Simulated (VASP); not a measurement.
# SnSe in VASP: a series of runs

SnSe is run at these levels: LDA; tasks: single point.

All numbers are computed with VASP 6.6.1; they aren't measurements. Logs are shortened: lines on timing, memory, paths and dates and some standing lists are left out, and cuts for length are marked.

### Step 1. The cell of the first run

The cell holds a slab with vacuum, 4 atoms: a = 4.190 Å, b = 4.190 Å, c = 10.980 Å, α = 90.00°, β = 90.00°, γ = 90.00°.

### Step 2. Single point, LDA (atom 1 (Sn) moved by (-0.600, +0.000) A along x and z)

The input, INCAR:

```
PREC     = Accurate       # precision mode
ENCUT    = 500            # plane-wave cutoff, eV
EDIFF    = 1E-6           # SCF threshold, eV
ISMEAR   = 0              # smearing method
SIGMA    = 0.05           # smearing width, eV
LREAL    = False          # projectors in reciprocal space
LASPH    = True           # aspherical terms in the spheres
NELM     = 120            # most SCF steps
ALGO     = Normal         # electronic algorithm
ISIF     = 2              # what is computed and relaxed
LWAVE    = False          # write WAVECAR
LCHARG   = False          # write CHGCAR
GGA      = CA             # functional
NBANDS   = 28             # bands
GGA_COMPAT= False
```

The input, KPOINTS:

```
Automatic mesh
0
Gamma
  6 6 4
```

The input, POSCAR:

```
SnSe
1.0
    4.1898989384      0.0000000000      0.0000000000
    0.0000000000      4.1898989384      0.0000000000
    0.0000000000      0.0000000000     10.9796229033
Sn Se
2 2
Direct
    0.3567984553      0.0000000000      0.3781633345
    0.0000000000      0.5000000000      0.6218366655
    0.5000000000      0.0000000000      0.6217782147
    0.0000000000      0.5000000000      0.3782217853
```

Potentials or basis: VASP PAW LDA potentials, release 64 (Sn_d, Se).

Command:

```bash
$ cat potpaw_LDA.64/Sn_d/POTCAR potpaw_LDA.64/Se/POTCAR > POTCAR
$ mpirun -np 1 vasp_std > vasp.out
```

OUTCAR:

```text
PREC = Accurate
   ENCUT = 500
   EDIFF = 1E-6
   ISMEAR = 0
   LREAL = False
   LASPH = True
   NELM = 120
   ISIF = 2
   GGA = CA

 ion  position               nearest neighbor table
   1  0.357  0.000  0.378-   4 2.57   4 2.57   3 2.74   2 3.71   2 3.71
   2  0.000  0.500  0.622-   4 2.67   3 2.96   3 2.96   3 2.96   3 2.96   1 3.71   1 3.71
   3  0.500  0.000  0.622-   1 2.74   2 2.96   2 2.96   2 2.96   2 2.96
   4  0.000  0.500  0.378-   1 2.57   1 2.57   2 2.67

  LATTYP: Found a simple tetragonal cell.
 ALAT       =     4.1898989384
 C/A-ratio  =     2.6204982661

  Lattice vectors:

 A1 = (   4.1898989384,   0.0000000000,   0.0000000000)
 A2 = (   0.0000000000,   4.1898989384,   0.0000000000)
 A3 = (   0.0000000000,   0.0000000000,  10.9796229033)

Analysis of symmetry for initial positions (statically):
=====================================================================
 Subroutine PRICEL returns:
 Original cell was already a primitive cell.

 Routine SETGRP: Setting up the symmetry group for a
 simple tetragonal supercell.

 Subroutine GETGRP returns: Found  2 space group operations
 (whereof  2 operations were pure point group operations)
 out of a pool of 16 trial point group operations.

The static configuration has the point symmetry C_1h.

Analysis of symmetry for dynamics (positions and initial velocities):
=====================================================================
 Subroutine PRICEL returns:
 Original cell was already a primitive cell.

 Routine SETGRP: Setting up the symmetry group for a
 simple tetragonal supercell.

 Subroutine GETGRP returns: Found  2 space group operations
 (whereof  2 operations were pure point group operations)
 out of a pool of 16 trial point group operations.

The dynamic configuration has the point symmetry C_1h.

 Subroutine INISYM returns: Found  2 space group operations
 (whereof  2 operations are pure point group operations),
 and found     1 'primitive' translations

----------------------------------------------------------------------------------------

                                     Primitive cell

  volume of cell :     192.7501

  direct lattice vectors                    reciprocal lattice vectors
     4.189898938  0.000000000  0.000000000     0.238669241  0.000000000  0.000000000
     0.000000000  4.189898938  0.000000000     0.000000000  0.238669241  0.000000000
     0.000000000  0.000000000 10.979622903     0.000000000  0.000000000  0.091077809

  length of vectors
     4.189898938  4.189898938 10.979622903     0.238669241  0.238669241  0.091077809

  position of ions in fractional coordinates (direct lattice)
     0.356798455  0.000000000  0.378163335
     0.000000000  0.500000000  0.621836665
     0.500000000  0.000000000  0.621778215
     0.000000000  0.500000000  0.378221785

  ion indices of the primitive-cell ions
   primitive index   ion index
                 1           1
                 2           2
                 3           3
                 4           4

----------------------------------------------------------------------------------------

 KPOINTS: Automatic mesh

Automatic generation of k-mesh.
 Grid dimensions read from file:
 generate k-points for:    6    6    4

 Generating k-lattice:

  Cartesian coordinates                     Fractional coordinates (reciprocal lattice)
     0.039778207  0.000000000  0.000000000     0.166666667  0.000000000  0.000000000
     0.000000000  0.039778207  0.000000000     0.000000000  0.166666667  0.000000000
     0.000000000  0.000000000  0.022769452     0.000000000  0.000000000  0.250000000

  Length of vectors
     0.039778207  0.039778207  0.022769452

  Shift w.r.t. Gamma in fractional coordinates (k-lattice)
     0.000000000  0.000000000  0.000000000

 Subroutine IBZKPT returns following result:
 ===========================================

 Found     56 irreducible k-points:

 Following reciprocal coordinates:
            Coordinates               Weight
  0.000000  0.000000  0.000000      1.000000
  0.166667  0.000000  0.000000      2.000000
  0.000000  0.166667  0.000000      2.000000
  0.333333  0.000000  0.000000      2.000000
  0.000000  0.333333  0.000000      2.000000
  0.500000  0.000000  0.000000      1.000000
[... 16 lines left out ...]
 -0.333333  0.000000  0.250000      2.000000
  0.500000  0.000000  0.250000      2.000000
 [... further k-points ...]
   k-points           NKPTS =     56   k-points in BZ     NKDIM =     56   number of bands    NBANDS=     28
   number of dos      NEDOS =    301   number of ions     NIONS =      4
   total plane-waves  NPLWV =  81920
   dimension x,y,z NGX =    32 NGY =   32 NGZ =   80
   dimension x,y,z NGXF=    64 NGYF=   64 NGZF=  160
   ions per type =               2   2
   NGX,Y,Z   is equivalent  to a cutoff of  12.70, 12.70, 12.11 a.u.
   NGXF,Y,Z  is equivalent  to a cutoff of  25.39, 25.39, 24.23 a.u.
 SYSTEM =  unknown system
   PREC   = accura    normal or accurate (medium, high low for compatibility)
   ISTART =      0    job   : 0-new  1-cont  2-samecut
   ICHARG =      2    charge: 1-file 2-atom 10-const
   ISPIN  =      1    spin polarized calculation?
   LNONCOLLINEAR =      F non collinear calculations
   LSORBIT =      F    spin-orbit coupling
   LASPH  =      T    aspherical Exc in radial PAW
   ENCUT  =  500.0 eV  36.75 Ry    6.06 a.u.   7.64  7.64 20.02*2*pi/ulx,y,z
   NELM   =    120;   NELMIN=  2; NELMDL= -5     # of ELM steps
   EDIFF  = 0.1E-05   stopping-criterion for ELM
   LREAL  =      F    real-space projection
   EDIFFG = 0.1E-04   stopping-criterion for IOM
   NSW    =      0    number of steps for IOM
   IBRION =     -1    ionic relax: 0-MD 1-quasi-New 2-CG
   NFREE  =      0    steps in history (QN), initial steepest desc. (CG)
   ISIF   =      2    stress and relaxation
   ISYM   =      2    0-nonsym 1-usesym 2-fastsym
   POTIM  = 0.5000    time-step for ionic-motion
   TEBEG  =    0.0;   TEEND  =   0.0 temperature during run
   PSTRESS=    0.0 pullay stress
   NELECT =      40.0000    total number of electrons
   NUPDOWN=      -1.0000    fix difference up-down
   EMIN   =  10.00;   EMAX   =-10.00  energy-range for DOS
   EFERMI =   0.00;   METHOD = LEGACY
   ISMEAR =     0;   SIGMA  =   0.05  broadening in eV -4-tet -1-fermi 0-gaus
   EFERMI_NEDOS =   21; number of points for ismear=-14 and -15
   IALGO  =     38    algorithm
   IMIX   =      4    mixing-type and parameters
     AMIX     =   0.40;   BMIX     =  1.00
     AMIX_MAG =   1.60;   BMIX_MAG =  1.00
  volume/ion in A,a.u.               =      48.19       325.19
  Fermi-wavevector in a.u.,A,eV,Ry     =   0.969237  1.831592 12.781590  0.939420
  Thomas-Fermi vector in A             =   2.099273
   LORBIT       =      0    0 simple, 1 ext, 2 COOP (PROOUT), +10 PAW based schemes
   GGA     = CA    functional components
   LHFCALC =     F    Hartree Fock is set to
   AEXX    =    0.0000 exact exchange contribution
   IVDW    =     0    specifies the selected vdW correction
   LEPSILON=     F    determine dielectric tensor
   LRPA    =     F    only Hartree local field effects (RPA)
 non-spin polarized calculation
 Gauss-broadening in eV      SIGMA  =   0.05
  energy-cutoff  :      500.00
  volume of cell :      192.75
 maximum number of plane-waves:      4921
 NGX is ok and might be reduce to    32
   NGX = 15   NGY = 15   NGZ = 41

 number of electron      39.9999993 magnetization

 Free energy of the ion-electron system (eV)
  ---------------------------------------------------
  ext. energy  EPLUGINS =         0.00000000
  ---------------------------------------------------
  free energy    TOTEN  =       -18.07778271 eV

  energy without entropy =      -18.07778271  energy(sigma->0) =      -18.07778271

 E-fermi :   1.3291     XC(G=0):  -6.3414

 val. band max:        1.0728905465   @ k =   0.0000   0.5000   0.0000
 cond. band min:       1.9535086693   @ k =   0.5000   0.0000   0.0000
 fundamental gap:      0.8806181228
 Fermi energy:         1.3290781826

 k-point     1 :       0.0000    0.0000    0.0000
  band No.  band energies     occupation
      1     -20.3362      2.00000
      2     -20.2923      2.00000
      3     -20.2911      2.00000
      4     -20.2768      2.00000
      5     -20.2765      2.00000
      6     -20.2231      2.00000
[... 20 lines left out ...]
     27       6.0595      0.00000
     28       6.7635      0.00000

 k-point     2 :       0.1667    0.0000    0.0000
  band No.  band energies     occupation
      1     -20.3334      2.00000
      2     -20.2938      2.00000
      3     -20.2880      2.00000
      4     -20.2780      2.00000
      5     -20.2773      2.00000
      6     -20.2233      2.00000
[... 20 lines left out ...]
     27       5.9127      0.00000
     28       6.5562      0.00000

 k-point     3 :       0.0000    0.1667    0.0000
  band No.  band energies     occupation
      1     -20.3337      2.00000
      2     -20.2942      2.00000
      3     -20.2883      2.00000
      4     -20.2785      2.00000
      5     -20.2761      2.00000
      6     -20.2236      2.00000
[... 20 lines left out ...]
     27       5.9684      0.00000
     28       6.4850      0.00000

 k-point     4 :       0.3333    0.0000    0.0000
  band No.  band energies     occupation
      1     -20.3283      2.00000
      2     -20.2973      2.00000
      3     -20.2832      2.00000
      4     -20.2799      2.00000
      5     -20.2771      2.00000
      6     -20.2238      2.00000
[... 578 lines left out ...]
     27       5.8558      0.00000
     28       7.1184      0.00000

 k-point    23 :      -0.3333    0.0000    0.2500
  band No.  band energies     occupation
      1     -20.3283      2.00000
      2     -20.2973      2.00000
      3     -20.2832      2.00000
      4     -20.2799      2.00000
      5     -20.2771      2.00000
      6     -20.2238      2.00000
[... 20 lines left out ...]
     27       5.8557      0.00000
     28       7.0979      0.00000

 k-point    24 :       0.5000    0.0000    0.2500
  band No.  band energies     occupation
      1     -20.3260      2.00000
      2     -20.2993      2.00000
      3     -20.2829      2.00000
      4     -20.2806      2.00000
      5     -20.2746      2.00000
      6     -20.2241      2.00000
[... 20 lines left out ...]
     27       6.6759      0.00000
     28       6.8398      0.00000

 [... further k-points ...]

------------------------ aborting loop because EDIFF is reached ----------------------------------------

  FORCE on cell =-STRESS in cart. coord.  units (eV):
  Direction    XX          YY          ZZ          XY          YZ          ZX
  --------------------------------------------------------------------------------------
  -------------------------------------------------------------------------------------
  Total        2.2491548      3.5068691      0.4703709      0.0000000      0.0000000     -0.6462576
  in kB       18.6954277     29.1498030      3.9098174      0.0000000      0.0000000     -5.3718236
  external PRESSURE =      17.2516827 kB  Pullay stress =       0.0000000 kB

 VOLUME and BASIS-vectors are now :
 -----------------------------------------------------------------------------
  energy-cutoff  :      500.00
  volume of cell :      192.75
      direct lattice vectors                 reciprocal lattice vectors
     4.189898938  0.000000000  0.000000000     0.238669241  0.000000000  0.000000000
     0.000000000  4.189898938  0.000000000     0.000000000  0.238669241  0.000000000
     0.000000000  0.000000000 10.979622903     0.000000000  0.000000000  0.091077809

 POSITION                                       TOTAL-FORCE (eV/Angst)
 -----------------------------------------------------------------------------------
      1.49495      0.00000      4.15209         2.033340      0.000000     -0.169911
      0.00000      2.09495      6.82753        -0.252384      0.000000      0.240516
      2.09495      0.00000      6.82689         0.011447      0.000000     -0.055511
      0.00000      2.09495      4.15273        -1.792404      0.000000     -0.015094
 -----------------------------------------------------------------------------------
    total drift:                               -0.000675      0.000000     -0.000008

  FREE ENERGIE OF THE ION-ELECTRON SYSTEM (eV)
  ---------------------------------------------------
  free  energy   TOTEN  =       -18.0777827109 eV

  energy  without entropy=      -18.0777827109  energy(sigma->0) =      -18.07778271
```

It took 3.4 min on 1 thread of Oxide Virtual Turin-like, shared host; peak memory 0.35 GiB.

Results:

```
Free energy            : -18.0778 eV
Largest force          : 2.040 eV/Å
Band gap on the k mesh : 0.88 eV (least direct gap 0.97 eV)
```

Forces on the atoms (eV/Å):
```
Sn   2.033  0.000 -0.170
Sn  -0.252  0.000  0.241
Se   0.011  0.000 -0.056
Se  -1.792  0.000 -0.015
```

Caveat: the cell differs from its parent crystal (atom 1 (Sn) moved by (-0.600, +0.000) A along x and z); there is no dipole correction, which matters where the two faces differ; spin-orbit coupling is left out, which moves the levels of the heavy elements.

(Continued in part 2 of 2.)
